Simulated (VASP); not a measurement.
Runs of VASP 6.6.1 on Si. The structure is that of space group R-3m (No. 166), or close to it. The cells are those of the table. 

```tsv
task	cell	k mesh	cutoff (eV)	gap on the mesh (eV)	pressure (GPa)	largest force (eV/Å)
single point	a = 4.758 Å, angles 71.1°, 6 atoms	6 × 6 × 6	520	none	(a)	1.41
single point	a = 4.994 Å, angles 77.4°, 6 atoms	6 × 6 × 6	520	none	0.0	0.04
single point	a = 4.987 Å, angles 78.0°, 6 atoms	12 × 12 × 12	520	none	0.0	-
relaxation of cell and atoms	relaxed from a = 4.758 Å, angles 71.1°, 6 atoms	6 × 6 × 6	600	none	0.2	0.04
```

Alike in all rows: level PBE; potentials or basis VASP PAW PBE potentials, release 64 (Si); no spin polarisation; smearing gaussian 0.1 eV.

Fill in the values left out.

(a) 27.0.

Caveats: forces of over 1 eV/Å act on the atoms, so gaps and moduli don't describe the material at rest (some runs).

A gap of «none» marks levels without a gap at the run's occupations.
